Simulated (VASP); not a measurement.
# Ni (Fm-3m) in VASP: further runs

Ni is run at these levels: LDA; tasks: single point.

Everything below comes from runs of VASP 6.6.1. Logs are shortened: lines on timing, memory, paths and dates and some standing lists are left out, and cuts for length are marked.

## (1) The cell of the first run

It takes space group Fm-3m (No. 225, cubic). Conventional cell: a = 3.524 Å, b = 3.524 Å, c = 3.524 Å, α = 90.00°, β = 90.00°, γ = 90.00°. Ni (site symmetry m-3m) has 12 Ni at 2.49 Å within 3.3 Å.

## (2) Single point, LDA

The input, INCAR:

```
PREC = Accurate
ENCUT = 520
EDIFF = 1E-6
ISMEAR = -1
SIGMA = 0.1
LREAL = F
LASPH = T
NELM = 100
ALGO = Normal
ISIF = 2
LWAVE = F
LCHARG = F
NBANDS = 28
```

The input, KPOINTS:

```
regular mesh
0
Gamma
  9 9 9
```

The input, POSCAR:

```
Ni
1.0
    3.5238700000      0.0000000000      0.0000000000
    0.0000000000      3.5238700000      0.0000000000
    0.0000000000      0.0000000000      3.5238700000
Ni
4
Direct
    0.0000000000      0.0000000000      0.0000000000
    0.5000000000      0.5000000000      0.0000000000
    0.5000000000      0.0000000000      0.5000000000
    0.0000000000      0.5000000000      0.5000000000
```

Potentials or basis: VASP PAW LDA potentials, release 64 (Ni).

Started as:

```bash
cat potpaw_LDA.64/Ni/POTCAR > POTCAR
mpirun -np 1 vasp_std > vasp.out
```

OUTCAR:

```text
PREC = Accurate
   ENCUT = 520
   EDIFF = 1E-6
   ISMEAR = -1
   LREAL = F
   LASPH = T
   NELM = 100
   ISIF = 2

 ion  position               nearest neighbor table
   1  0.000  0.000  0.000-   2 2.49   3 2.49   4 2.49   3 2.49   4 2.49   2 2.49   4 2.49   4 2.49
                             2 2.49   3 2.49   3 2.49   2 2.49
   2  0.500  0.500  0.000-   1 2.49   3 2.49   4 2.49   3 2.49   4 2.49   1 2.49   3 2.49   3 2.49
                             1 2.49   4 2.49   4 2.49   1 2.49
   3  0.500  0.000  0.500-   1 2.49   2 2.49   4 2.49   1 2.49   2 2.49   2 2.49   4 2.49   2 2.49
                             1 2.49   4 2.49   1 2.49   4 2.49
   4  0.000  0.500  0.500-   1 2.49   2 2.49   3 2.49   1 2.49   2 2.49   1 2.49   3 2.49   1 2.49
                             2 2.49   3 2.49   2 2.49   3 2.49

  LATTYP: Found a simple cubic cell.
 ALAT       =     3.5238700000

  Lattice vectors:

 A1 = (   3.5238700000,   0.0000000000,   0.0000000000)
 A2 = (   0.0000000000,   3.5238700000,   0.0000000000)
 A3 = (   0.0000000000,   0.0000000000,   3.5238700000)

Analysis of symmetry for initial positions (statically):
=====================================================================
 Subroutine PRICEL returns following result:

  LATTYP: Found a face centered cubic cell.
 ALAT       =     3.5238700000

  Lattice vectors:

 A1 = (   1.7619350000,  -1.7619350000,   0.0000000000)
 A2 = (   1.7619350000,   0.0000000000,   1.7619350000)
 A3 = (   0.0000000000,  -1.7619350000,   1.7619350000)

   4 primitive cells build up your supercell.

 Routine SETGRP: Setting up the symmetry group for a
 simple cubic supercell.

 Subroutine GETGRP returns: Found 48 space group operations
 (whereof 48 operations were pure point group operations)
 out of a pool of 48 trial point group operations.

The static configuration has the point symmetry O_h .

Analysis of symmetry for dynamics (positions and initial velocities):
=====================================================================
 Subroutine PRICEL returns following result:

  LATTYP: Found a face centered cubic cell.
 ALAT       =     3.5238700000

  Lattice vectors:

 A1 = (   1.7619350000,  -1.7619350000,   0.0000000000)
 A2 = (   1.7619350000,   0.0000000000,   1.7619350000)
 A3 = (   0.0000000000,  -1.7619350000,   1.7619350000)

   4 primitive cells build up your supercell.

 Routine SETGRP: Setting up the symmetry group for a
 simple cubic supercell.

 Subroutine GETGRP returns: Found 48 space group operations
 (whereof 48 operations were pure point group operations)
 out of a pool of 48 trial point group operations.

The dynamic configuration has the point symmetry O_h .

 Subroutine INISYM returns: Found 48 space group operations
 (whereof 48 operations are pure point group operations),
 and found     4 'primitive' translations

----------------------------------------------------------------------------------------

                                     Primitive cell

  volume of cell :      10.9396

  direct lattice vectors                    reciprocal lattice vectors
     1.761935000 -1.761935000  0.000000000     0.283778914 -0.283778914 -0.283778914
     1.761935000  0.000000000  1.761935000     0.283778914  0.283778914  0.283778914
     0.000000000 -1.761935000  1.761935000    -0.283778914 -0.283778914  0.283778914

  length of vectors
     2.491752373  2.491752373  2.491752373     0.491519496  0.491519496  0.491519496

  position of ions in fractional coordinates (direct lattice)
     0.000000000  0.000000000  0.000000000

  ion indices of the primitive-cell ions
   primitive index   ion index
                 1           1

----------------------------------------------------------------------------------------

 KPOINTS: regular mesh

Automatic generation of k-mesh.
 Grid dimensions read from file:
 generate k-points for:    9    9    9

 Generating k-lattice:

  Cartesian coordinates                     Fractional coordinates (reciprocal lattice)
     0.031530990  0.000000000  0.000000000     0.111111111  0.000000000  0.000000000
     0.000000000  0.031530990  0.000000000     0.000000000  0.111111111  0.000000000
     0.000000000  0.000000000  0.031530990     0.000000000  0.000000000  0.111111111

  Length of vectors
     0.031530990  0.031530990  0.031530990

  Shift w.r.t. Gamma in fractional coordinates (k-lattice)
     0.000000000  0.000000000  0.000000000

 Subroutine IBZKPT returns following result:
 ===========================================

 Found     35 irreducible k-points:

 Following reciprocal coordinates:
            Coordinates               Weight
  0.000000  0.000000  0.000000      1.000000
  0.111111  0.000000  0.000000      6.000000
  0.222222  0.000000  0.000000      6.000000
  0.333333  0.000000  0.000000      6.000000
  0.444444  0.000000  0.000000      6.000000
  0.111111  0.111111  0.000000     12.000000
[... 16 lines left out ...]
  0.333333  0.333333  0.111111     24.000000
  0.444444  0.333333  0.111111     48.000000
 [... further k-points ...]
   k-points           NKPTS =     35   k-points in BZ     NKDIM =     35   number of bands    NBANDS=     28
   number of dos      NEDOS =    301   number of ions     NIONS =      4
   total plane-waves  NPLWV =  21952
   dimension x,y,z NGX =    28 NGY =   28 NGZ =   28
   dimension x,y,z NGXF=    56 NGYF=   56 NGZF=   56
   ions per type =               4
   NGX,Y,Z   is equivalent  to a cutoff of  13.21, 13.21, 13.21 a.u.
   NGXF,Y,Z  is equivalent  to a cutoff of  26.42, 26.42, 26.42 a.u.
 SYSTEM =  unknown system
   PREC   = accura    normal or accurate (medium, high low for compatibility)
   ISTART =      0    job   : 0-new  1-cont  2-samecut
   ICHARG =      2    charge: 1-file 2-atom 10-const
   ISPIN  =      1    spin polarized calculation?
   LNONCOLLINEAR =      F non collinear calculations
   LSORBIT =      F    spin-orbit coupling
   LASPH  =      T    aspherical Exc in radial PAW
   ENCUT  =  520.0 eV  38.22 Ry    6.18 a.u.   6.55  6.55  6.55*2*pi/ulx,y,z
   NELM   =    100;   NELMIN=  2; NELMDL= -5     # of ELM steps
   EDIFF  = 0.1E-05   stopping-criterion for ELM
   LREAL  =      F    real-space projection
   EDIFFG = 0.1E-04   stopping-criterion for IOM
   NSW    =      0    number of steps for IOM
   IBRION =     -1    ionic relax: 0-MD 1-quasi-New 2-CG
   NFREE  =      0    steps in history (QN), initial steepest desc. (CG)
   ISIF   =      2    stress and relaxation
   ISYM   =      2    0-nonsym 1-usesym 2-fastsym
   POTIM  = 0.5000    time-step for ionic-motion
   TEBEG  =    0.0;   TEEND  =   0.0 temperature during run
   PSTRESS=    0.0 pullay stress
   NELECT =      40.0000    total number of electrons
   NUPDOWN=      -1.0000    fix difference up-down
   EMIN   =  10.00;   EMAX   =-10.00  energy-range for DOS
   EFERMI =   0.00;   METHOD = LEGACY
   ISMEAR =    -1;   SIGMA  =   0.10  broadening in eV -4-tet -1-fermi 0-gaus
   EFERMI_NEDOS =   21; number of points for ismear=-14 and -15
   IALGO  =     38    algorithm
   IMIX   =      4    mixing-type and parameters
     AMIX     =   0.40;   BMIX     =  1.00
     AMIX_MAG =   1.60;   BMIX_MAG =  1.00
  volume/ion in A,a.u.               =      10.94        73.82
  Fermi-wavevector in a.u.,A,eV,Ry     =   1.588821  3.002436 34.345893  2.524352
  Thomas-Fermi vector in A             =   2.687765
   LORBIT       =      0    0 simple, 1 ext, 2 COOP (PROOUT), +10 PAW based schemes
   GGA     = CA    functional components
   LHFCALC =     F    Hartree Fock is set to
   AEXX    =    0.0000 exact exchange contribution
   IVDW    =     0    specifies the selected vdW correction
   LEPSILON=     F    determine dielectric tensor
   LRPA    =     F    only Hartree local field effects (RPA)
 non-spin polarized calculation
  energy-cutoff  :      520.00
  volume of cell :       43.76
 maximum number of plane-waves:      1197
 NGX is ok and might be reduce to    28
   NGX = 13   NGY = 13   NGZ = 13

 number of electron      39.9999974 magnetization

 Free energy of the ion-electron system (eV)
  ---------------------------------------------------
  ext. energy  EPLUGINS =         0.00000000
  ---------------------------------------------------
  free energy    TOTEN  =       -26.13447502 eV

  energy without entropy =      -25.78175191  energy(sigma->0) =      -25.95811346

 E-fermi :   8.8203     XC(G=0): -13.5790

 val. band max:        8.8148288333   @ k =   0.4444   0.1111   0.1111
 cond. band min:       8.8278158837   @ k =   0.3333   0.1111   0.1111
 fundamental gap:      0.0129870504
 Fermi energy:         8.8202926319

 k-point     1 :       0.0000    0.0000    0.0000
  band No.  band energies     occupation
      1       0.0220      2.00000
      2       4.5630      2.00000
      3       4.5630      2.00000
      4       4.5630      2.00000
      5       5.1215      2.00000
      6       5.1215      2.00000
[... 20 lines left out ...]
     27      18.3153      0.00000
     28      23.7019      0.00000

 k-point     2 :       0.1111    0.0000    0.0000
  band No.  band energies     occupation
      1       0.1825      2.00000
      2       4.5662      2.00000
      3       4.6476      2.00000
      4       4.6476      2.00000
      5       5.1720      2.00000
      6       5.1755      2.00000
[... 20 lines left out ...]
     27      19.3765      0.00000
     28      22.8470      0.00000

 k-point     3 :       0.2222    0.0000    0.0000
  band No.  band energies     occupation
      1       0.6561      2.00000
      2       4.5154      2.00000
      3       4.8802      2.00000
      4       4.8802      2.00000
      5       5.3185      2.00000
      6       5.3384      2.00000
[... 20 lines left out ...]
     27      21.1749      0.00000
     28      21.1749      0.00000

 k-point     4 :       0.3333    0.0000    0.0000
  band No.  band energies     occupation
      1       1.4145      2.00000
      2       4.2033      2.00000
      3       5.1891      2.00000
      4       5.1891      2.00000
      5       5.5471      2.00000
      6       5.6134      2.00000
[... 578 lines left out ...]
     27      21.2575      0.00000
     28      22.2016      0.00000

 k-point    23 :       0.3333    0.3333    0.1111
  band No.  band energies     occupation
      1       2.7723      2.00000
      2       5.0266      2.00000
      3       5.0266      2.00000
      4       5.5095      2.00000
      5       5.8611      2.00000
      6       5.9492      2.00000
[... 20 lines left out ...]
     27      19.3129      0.00000
     28      21.0850      0.00000

 k-point    24 :       0.4444    0.3333    0.1111
  band No.  band energies     occupation
      1       3.5829      2.00000
      2       4.4063      2.00000
      3       5.3314      2.00000
      4       5.4898      2.00000
      5       6.0512      2.00000
      6       6.1320      2.00000
[... 20 lines left out ...]
     27      20.4243      0.00000
     28      21.7549      0.00000

 [... further k-points ...]

------------------------ aborting loop because EDIFF is reached ----------------------------------------

  FORCE on cell =-STRESS in cart. coord.  units (eV):
  Direction    XX          YY          ZZ          XY          YZ          ZX
  --------------------------------------------------------------------------------------
  -------------------------------------------------------------------------------------
  Total       -4.9578070     -4.9578070     -4.9578070      0.0000000      0.0000000     -0.0000000
  in kB     -181.5267225   -181.5267225   -181.5267225      0.0000000      0.0000000     -0.0000000
  external PRESSURE =    -181.5267225 kB  Pullay stress =       0.0000000 kB

 VOLUME and BASIS-vectors are now :
 -----------------------------------------------------------------------------
  energy-cutoff  :      520.00
  volume of cell :       43.76
      direct lattice vectors                 reciprocal lattice vectors
     3.523870000  0.000000000  0.000000000     0.283778914  0.000000000  0.000000000
     0.000000000  3.523870000  0.000000000     0.000000000  0.283778914  0.000000000
     0.000000000  0.000000000  3.523870000     0.000000000  0.000000000  0.283778914

 POSITION                                       TOTAL-FORCE (eV/Angst)
 -----------------------------------------------------------------------------------
      0.00000      0.00000      0.00000         0.000000     -0.000000      0.000000
      1.76194      1.76194      0.00000        -0.000000      0.000000     -0.000000
      1.76194      0.00000      1.76194         0.000000     -0.000000     -0.000000
      0.00000      1.76194      1.76194         0.000000     -0.000000     -0.000000
 -----------------------------------------------------------------------------------
    total drift:                                0.000000      0.000000      0.000000

  FREE ENERGIE OF THE ION-ELECTRON SYSTEM (eV)
  ---------------------------------------------------
  free  energy   TOTEN  =       -26.1344750174 eV

  energy  without entropy=      -25.7817519097  energy(sigma->0) =      -25.95811346
```

It took 32 s on 1 thread of Intel Xeon Platinum 8375C at 2.90GHz (Ice Lake), shared host; peak memory 0.15 GiB.

What came out:

| Item | Value |
| --- | --- |
| Free energy | -26.1345 eV |
| Pressure | -18.2 GPa |
| Band gap on the k mesh | zero (bands 20 and 21 overlap by 0.35 eV) |

Caveat: the cell stands under tension; the run has no spin polarisation, though such a crystal can be magnetic. Spin polarisation is off, so any magnetic state and its effect on volume and gap are missing.

## (3) Single point, LDA, collinear spin, ferromagnetic start

The input, INCAR:

```
SYSTEM = Ni
  ALGO = Normal
  EDIFF = 1E-6
  ENCUT = 520
  ISIF = 2
  ISMEAR = -1
  ISPIN = 2
  LASPH = .True.
  LCHARG = .False.
  LMAXMIX = 4
  LORBIT = 11
  LREAL = .False.
  LWAVE = .False.
  MAGMOM = 1.5 1.5 1.5 1.5
  NBANDS = 32
  NELM = 150
  PREC = Accurate
  SIGMA = 0.1
```

The input, KPOINTS:

```
k-points
0
Gamma
  9 9 9
  0 0 0
```

POSCAR is that of step 2.

Potentials or basis: VASP PAW LDA potentials, release 64 (Ni).

Started as:

```bash
cat potpaw_LDA.64/Ni/POTCAR > POTCAR
mpirun -np 1 vasp_std > vasp.out
```

It took 85 s on 1 thread of Intel Xeon Platinum 8375C at 2.90GHz (Ice Lake), shared host; peak memory 0.19 GiB.

The run converged. Its results:

```yaml
Free_energy: -26.2186 eV
Pressure: -17.5 GPa
Net_moment: 2.31 μB per cell
Site_moments: Ni +0.58 μB
Valence_electrons_inside_the_program's_atomic_spheres: Ni 9.31
```

Levels at points of the mesh, in eV from the Fermi level:
Spin up:
```
           k point  band 19  band 20  band 21  band 22  band 23  band 24
(0.00, 0.00, 0.00)    -0.32    -0.32    -0.32     2.47     2.47     2.47
```
Spin down:
| k point | band 16 | band 17 | band 18 | band 19 | band 20 | band 21 |
| --- | --- | --- | --- | --- | --- | --- |
| (0.00, 0.00, 0.00) | 0.35 | 0.35 | 0.35 | 0.35 | 0.35 | 0.35 |

Caveat: the cell stands under tension.

## (4) Single point, LDA, collinear spin, ferromagnetic start

The input, INCAR:

```
PREC = Accurate
ENCUT = 520
EDIFF = 1E-6
ISMEAR = -1
SIGMA = 0.1
LREAL = False
LASPH = True
NELM = 150
ALGO = Normal
ISIF = 2
LWAVE = False
LCHARG = False
ISPIN = 2
MAGMOM = 0.6 0.6 0.6 0.6
LORBIT = 11
LMAXMIX = 4
GGA = CA
NBANDS = 32
```

The input, KPOINTS:

```
regular mesh
0
Gamma
  9 9 9
```

POSCAR is that of step 3.

Started as:

```bash
cat potpaw_LDA.64/Ni/POTCAR > POTCAR
mpirun -np 1 vasp_std > vasp.out
```

Run time: 86 s. Hardware: 1 thread of Intel Xeon Platinum 8375C at 2.90GHz (Ice Lake), shared host; peak memory 0.19 GiB.

Results (log left out):

```
Free energy                                           : -26.2186 eV
Pressure                                              : -17.5 GPa
Net moment                                            : 2.31 μB per cell
Site moments                                          : Ni +0.58 μB
Valence electrons inside the program's atomic spheres : Ni 9.31
```

Levels at points of the mesh, in eV from the Fermi level:
Spin up:
| k point | band 18 | band 19 | band 20 | band 21 | band 22 | band 23 | band 24 | band 25 |
| --- | --- | --- | --- | --- | --- | --- | --- | --- |
| (0.00, 0.00, 0.00) | -0.32 | -0.32 | -0.32 | -0.32 | 2.47 | 2.47 | 2.47 | 9.25 |
Spin down:
```csv
k point,band 14,band 15,band 16,band 17,band 18,band 19,band 20,band 21,band 22,band 23
"(0.00, 0.00, 0.00)",0.12,0.12,0.35,0.35,0.35,0.35,0.35,0.35,2.51,2.51
```

Caveat: the cell stands under tension.
